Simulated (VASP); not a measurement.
# Mg2F3 (R-3m) in VASP: a series of runs

Mg2F3 is run at these levels: PBE; tasks: single point, relaxation of cell and atoms.

All numbers are computed with VASP 6.6.1; they aren't measurements. Logs are shortened: lines on timing, memory, paths and dates and some standing lists are left out, and cuts for length are marked.

## (1) The cell of the first run

It takes space group R-3m (No. 166, trigonal). Conventional cell: a = 3.269 Å, b = 3.269 Å, c = 22.730 Å, α = 90.00°, β = 90.00°, γ = 120.00°. Mg (site symmetry 3m) has 6 F at 2.29 to 2.42 Å within 3.0 Å. Within 3.4 Å of F (site symmetry -3m) lie 6 Mg at 2.42 Å and 12 F at 3.27 to 3.39 Å. F (site symmetry 3m) has 3 Mg at 2.29 Å and 3 F at 2.71 Å within 3.0 Å.

## (2) Single point, PBE

File INCAR:

```
PREC     = Accurate       # precision mode
ENCUT    = 520            # plane-wave cutoff, eV
EDIFF    = 1E-7           # SCF threshold, eV
ISMEAR   = 0              # smearing method
SIGMA    = 0.1            # smearing width, eV
LREAL    = False          # projectors in reciprocal space
LASPH    = True           # aspherical terms in the spheres
NELM     = 80             # most SCF steps
ALGO     = Normal         # electronic algorithm
ISIF     = 2              # what is computed and relaxed
LWAVE    = False          # write WAVECAR
LCHARG   = False          # write CHGCAR
GGA      = PE             # functional
NBANDS   = 20             # bands
```

File KPOINTS:

```
regular mesh
0
Gamma
  6 6 6
```

File POSCAR:

```
Mg2F3
1.0
    1.6345030621      0.9436807829      7.5767508038
   -1.6345030621      0.9436807829      7.5767508038
    0.0000000000     -1.8873615658      7.5767508038
Mg F
2 3
Direct
    0.4000000000      0.4000000000      0.4000000000
    0.6000000000      0.6000000000      0.6000000000
    0.0000000000      0.0000000000      0.0000000000
    0.2095000000      0.2095000000      0.2095000000
    0.7905000000      0.7905000000      0.7905000000
```

Potentials or basis: VASP PAW PBE potentials, release 64 (Mg, F).

Launch:

```bash
> cat potpaw_PBE.64/Mg/POTCAR potpaw_PBE.64/F/POTCAR > POTCAR
> mpirun -np 1 vasp_std > vasp.out
```

OUTCAR:

```text
PREC = Accurate
   ENCUT = 520
   EDIFF = 1E-7
   ISMEAR = 0
   LREAL = False
   LASPH = True
   NELM = 80
   ISIF = 2
   GGA = PE

 ion  position               nearest neighbor table
   1  0.400  0.400  0.400-   5 2.29   5 2.29   5 2.29   3 2.42   3 2.42   3 2.42   2 3.57   2 3.57
                             2 3.57
   2  0.600  0.600  0.600-   4 2.29   4 2.29   4 2.29   3 2.42   3 2.42   3 2.42   1 3.57   1 3.57
                             1 3.57
   3  0.000  0.000  0.000-   2 2.42   2 2.42   1 2.42   1 2.42   2 2.42   1 2.42
   4  0.209  0.209  0.209-   2 2.29   2 2.29   2 2.29
   5  0.791  0.791  0.791-   1 2.29   1 2.29   1 2.29

  LATTYP: Found a trigonal (rhomboedric) cell.
 ALAT       =     7.8082831931
 COS(alpha) =     0.9123624232

  Lattice vectors:

 A1 = (   1.6345030621,   0.9436807829,   7.5767508038)
 A2 = (  -1.6345030621,   0.9436807829,   7.5767508038)
 A3 = (   0.0000000000,  -1.8873615658,   7.5767508038)

Analysis of symmetry for initial positions (statically):
=====================================================================
 Subroutine PRICEL returns:
 Original cell was already a primitive cell.

 Routine SETGRP: Setting up the symmetry group for a
 trigonal (rhombohedral) supercell.

 Subroutine GETGRP returns: Found 12 space group operations
 (whereof 12 operations were pure point group operations)
 out of a pool of 12 trial point group operations.

The static configuration has the point symmetry D_3d.

Analysis of symmetry for dynamics (positions and initial velocities):
=====================================================================
 Subroutine PRICEL returns:
 Original cell was already a primitive cell.

 Routine SETGRP: Setting up the symmetry group for a
 trigonal (rhombohedral) supercell.

 Subroutine GETGRP returns: Found 12 space group operations
 (whereof 12 operations were pure point group operations)
 out of a pool of 12 trial point group operations.

The dynamic configuration has the point symmetry D_3d.

 Subroutine INISYM returns: Found 12 space group operations
 (whereof 12 operations are pure point group operations),
 and found     1 'primitive' translations

----------------------------------------------------------------------------------------

                                     Primitive cell

  volume of cell :      70.1205

  direct lattice vectors                    reciprocal lattice vectors
     1.634503062  0.943680783  7.576750804     0.305903373  0.176613395  0.043994232
    -1.634503062  0.943680783  7.576750804    -0.305903373  0.176613395  0.043994232
     0.000000000 -1.887361566  7.576750804     0.000000000 -0.353226790  0.043994232

  length of vectors
     7.808283193  7.808283193  7.808283193     0.355955977  0.355955977  0.355955977

  position of ions in fractional coordinates (direct lattice)
     0.400000000  0.400000000  0.400000000
     0.600000000  0.600000000  0.600000000
     0.000000000  0.000000000  0.000000000
     0.209500000  0.209500000  0.209500000
     0.790500000  0.790500000  0.790500000

  ion indices of the primitive-cell ions
   primitive index   ion index
                 1           1
                 2           2
                 3           3
                 4           4
                 5           5

----------------------------------------------------------------------------------------

 KPOINTS: regular mesh

Automatic generation of k-mesh.
 Grid dimensions read from file:
 generate k-points for:    6    6    6

 Generating k-lattice:

  Cartesian coordinates                     Fractional coordinates (reciprocal lattice)
     0.050983896  0.029435566  0.007332372     0.166666667  0.000000000  0.000000000
    -0.050983896  0.029435566  0.007332372     0.000000000  0.166666667  0.000000000
     0.000000000 -0.058871132  0.007332372     0.000000000  0.000000000  0.166666667

  Length of vectors
     0.059325996  0.059325996  0.059325996

  Shift w.r.t. Gamma in fractional coordinates (k-lattice)
     0.000000000  0.000000000  0.000000000

 Subroutine IBZKPT returns following result:
 ===========================================

 Found     32 irreducible k-points:

 Following reciprocal coordinates:
            Coordinates               Weight
  0.000000  0.000000  0.000000      1.000000
  0.166667  0.000000  0.000000      6.000000
  0.333333  0.000000  0.000000      6.000000
  0.500000  0.000000  0.000000      3.000000
  0.166667  0.166667  0.000000      6.000000
  0.333333  0.166667  0.000000     12.000000
[... 16 lines left out ...]
  0.500000  0.500000  0.166667      6.000000
 -0.333333  0.500000  0.166667     12.000000
 [... further k-points ...]
   k-points           NKPTS =     32   k-points in BZ     NKDIM =     32   number of bands    NBANDS=     20
   number of dos      NEDOS =    301   number of ions     NIONS =      5
   total plane-waves  NPLWV = 216000
   dimension x,y,z NGX =    60 NGY =   60 NGZ =   60
   dimension x,y,z NGXF=   120 NGYF=  120 NGZF=  120
   ions per type =               2   3
   NGX,Y,Z   is equivalent  to a cutoff of  12.77, 12.77, 12.77 a.u.
   NGXF,Y,Z  is equivalent  to a cutoff of  25.55, 25.55, 25.55 a.u.
 SYSTEM =  unknown system
   PREC   = accura    normal or accurate (medium, high low for compatibility)
   ISTART =      0    job   : 0-new  1-cont  2-samecut
   ICHARG =      2    charge: 1-file 2-atom 10-const
   ISPIN  =      1    spin polarized calculation?
   LNONCOLLINEAR =      F non collinear calculations
   LSORBIT =      F    spin-orbit coupling
   LASPH  =      T    aspherical Exc in radial PAW
   ENCUT  =  520.0 eV  38.22 Ry    6.18 a.u.  14.52 14.52 14.52*2*pi/ulx,y,z
   NELM   =     80;   NELMIN=  2; NELMDL= -5     # of ELM steps
   EDIFF  = 0.1E-06   stopping-criterion for ELM
   LREAL  =      F    real-space projection
   EDIFFG = 0.1E-05   stopping-criterion for IOM
   NSW    =      0    number of steps for IOM
   IBRION =     -1    ionic relax: 0-MD 1-quasi-New 2-CG
   NFREE  =      0    steps in history (QN), initial steepest desc. (CG)
   ISIF   =      2    stress and relaxation
   ISYM   =      2    0-nonsym 1-usesym 2-fastsym
   POTIM  = 0.5000    time-step for ionic-motion
   TEBEG  =    0.0;   TEEND  =   0.0 temperature during run
   PSTRESS=    0.0 pullay stress
   NELECT =      25.0000    total number of electrons
   NUPDOWN=      -1.0000    fix difference up-down
   EMIN   =  10.00;   EMAX   =-10.00  energy-range for DOS
   EFERMI =   0.00;   METHOD = LEGACY
   ISMEAR =     0;   SIGMA  =   0.10  broadening in eV -4-tet -1-fermi 0-gaus
   EFERMI_NEDOS =   21; number of points for ismear=-14 and -15
   IALGO  =     38    algorithm
   IMIX   =      4    mixing-type and parameters
     AMIX     =   0.40;   BMIX     =  1.00
     AMIX_MAG =   1.60;   BMIX_MAG =  1.00
  volume/ion in A,a.u.               =      14.02        94.64
  Fermi-wavevector in a.u.,A,eV,Ry     =   1.160842  2.193673 18.334589  1.347554
  Thomas-Fermi vector in A             =   2.297420
   LORBIT       =      0    0 simple, 1 ext, 2 COOP (PROOUT), +10 PAW based schemes
   GGA     = PE    functional components
   LHFCALC =     F    Hartree Fock is set to
   AEXX    =    0.0000 exact exchange contribution
   IVDW    =     0    specifies the selected vdW correction
   LEPSILON=     F    determine dielectric tensor
   LRPA    =     F    only Hartree local field effects (RPA)
 non-spin polarized calculation
 Gauss-broadening in eV      SIGMA  =   0.10
  energy-cutoff  :      520.00
  volume of cell :       70.12
 maximum number of plane-waves:      1910
 NGX is ok and might be reduce to    60
   NGX = 29   NGY = 29   NGZ = 29

 number of electron      24.9999997 magnetization

 Free energy of the ion-electron system (eV)
  ---------------------------------------------------
  ext. energy  EPLUGINS =         0.00000000
  ---------------------------------------------------
  free energy    TOTEN  =       -20.79533293 eV

  energy without entropy =      -20.78945045  energy(sigma->0) =      -20.79239169

 E-fermi :   3.3749     XC(G=0):  -9.0169

 val. band max:        3.3449543522   @ k =  -0.3333   0.3333   0.3333
 cond. band min:       3.3962261317   @ k =   0.5000   0.5000   0.5000
 fundamental gap:      0.0512717795
 Fermi energy:         3.3749057612

 k-point     1 :       0.0000    0.0000    0.0000
  band No.  band energies     occupation
      1     -23.1371      2.00000
      2     -20.7976      2.00000
      3     -20.4533      2.00000
      4      -5.5870      2.00000
      5      -4.1215      2.00000
      6      -4.1215      2.00000
[... 12 lines left out ...]
     19      13.4795      0.00000
     20      15.1527      0.00000

 k-point     2 :       0.1667    0.0000    0.0000
  band No.  band energies     occupation
      1     -23.0978      2.00000
      2     -20.7433      2.00000
      3     -20.4380      2.00000
      4      -5.4623      2.00000
      5      -4.6617      2.00000
      6      -4.1932      2.00000
[... 12 lines left out ...]
     19      12.6471      0.00000
     20      13.1693      0.00000

 k-point     3 :       0.3333    0.0000    0.0000
  band No.  band energies     occupation
      1     -23.0174      2.00000
      2     -20.6196      2.00000
      3     -20.4190      2.00000
      4      -5.4028      2.00000
      5      -5.1925      2.00000
      6      -4.3325      2.00000
[... 12 lines left out ...]
     19      12.0751      0.00000
     20      12.8329      0.00000

 k-point     4 :       0.5000    0.0000    0.0000
  band No.  band energies     occupation
      1     -22.9766      2.00000
      2     -20.5389      2.00000
      3     -20.4272      2.00000
      4      -5.7055      2.00000
      5      -5.0442      2.00000
      6      -4.4003      2.00000
[... 429 lines left out ...]
 k-point    23 :       0.5000    0.5000    0.1667
  band No.  band energies     occupation
      1     -23.0172      2.00000
      2     -20.6202      2.00000
      3     -20.4182      2.00000
      4      -5.4079      2.00000
      5      -5.1700      2.00000
      6      -4.3330      2.00000
[... 12 lines left out ...]
     19      11.9789      0.00000
     20      12.8423      0.00000

 k-point    24 :      -0.3333    0.5000    0.1667
  band No.  band energies     occupation
      1     -22.9769      2.00000
      2     -20.5409      2.00000
      3     -20.4256      2.00000
      4      -5.5249      2.00000
      5      -5.0195      2.00000
      6      -4.6527      2.00000
[... 12 lines left out ...]
     19      11.1875      0.00000
     20      11.4354      0.00000

 [... further k-points ...]

------------------------ aborting loop because EDIFF is reached ----------------------------------------

  FORCE on cell =-STRESS in cart. coord.  units (eV):
  Direction    XX          YY          ZZ          XY          YZ          ZX
  --------------------------------------------------------------------------------------
  -------------------------------------------------------------------------------------
  Total       -1.6645358     -1.6645358     -6.8490197      0.0000000     -0.0000000      0.0000000
  in kB      -38.0328271    -38.0328271   -156.4926319      0.0000000     -0.0000000      0.0000000
  external PRESSURE =     -77.5194287 kB  Pullay stress =       0.0000000 kB

 VOLUME and BASIS-vectors are now :
 -----------------------------------------------------------------------------
  energy-cutoff  :      520.00
  volume of cell :       70.12
      direct lattice vectors                 reciprocal lattice vectors
     1.634503062  0.943680783  7.576750804     0.305903373  0.176613395  0.043994232
    -1.634503062  0.943680783  7.576750804    -0.305903373  0.176613395  0.043994232
     0.000000000 -1.887361566  7.576750804     0.000000000 -0.353226790  0.043994232

 POSITION                                       TOTAL-FORCE (eV/Angst)
 -----------------------------------------------------------------------------------
      0.00000      0.00000      9.09210         0.000000     -0.000000      1.995380
      0.00000      0.00000     13.63815         0.000000      0.000000     -1.995380
      0.00000      0.00000      0.00000         0.000000      0.000000      0.000000
      0.00000      0.00000      4.76199         0.000000      0.000000      2.761484
      0.00000      0.00000     17.96826         0.000000     -0.000000     -2.761484
 -----------------------------------------------------------------------------------
    total drift:                                0.000000      0.000000     -0.000000

  FREE ENERGIE OF THE ION-ELECTRON SYSTEM (eV)
  ---------------------------------------------------
  free  energy   TOTEN  =       -20.7953329264 eV

  energy  without entropy=      -20.7894504545  energy(sigma->0) =      -20.79239169
```

It took 2.8 min on 1 thread of Intel Xeon Platinum 8259CL at 2.50GHz (Skylake/Cascade Lake), shared host; peak memory 0.45 GiB.

Results:

| Item | Value |
| --- | --- |
| Free energy | -20.7953 eV |
| Pressure | -7.8 GPa |
| Largest force | 2.761 eV/Å |
| Band gap on the k mesh | zero (an odd number of electrons rules out a gap without spin polarisation) |

Forces on the atoms (eV/Å):
```
Mg   0.000  0.000  1.995
Mg   0.000  0.000 -1.995
F    0.000  0.000  0.000
F    0.000  0.000  2.761
F    0.000  0.000 -2.761
```

Stress tensor (GPa, compression positive):
```
 -3.80   0.00   0.00
  0.00  -3.80   0.00
  0.00   0.00 -15.65
```

Levels at points of the mesh, in eV from the Fermi level:
```
           k point  band 10  band 11  band 12  band 13  band 14  band 15  band 16  band 17
(0.00, 0.00, 0.00)    -5.14    -4.88    -4.88    -2.62     0.96     2.43     7.00     8.10
(0.50, 0.00, 0.00)    -5.47    -5.18    -5.01     1.54     2.49     2.88     3.94     5.66
(0.50, 0.50, 0.00)    -5.34    -5.29    -5.01     1.51     2.37     3.06     3.92     5.61
(0.50, 0.50, 0.50)    -5.13    -4.88    -4.88    -2.05     0.02     3.44     5.70     9.81
```

Caveat: the k points lie up to 0.37 Å⁻¹ apart, too coarse for converged energies and pressures of a metal; an odd number of electrons without spin polarisation forces a metal; a magnetic or distorted state may lie lower.

(Continued in part 2 of 3.)

The gap in the log of VASP goes by the Fermi energy; the results here count the filled bands.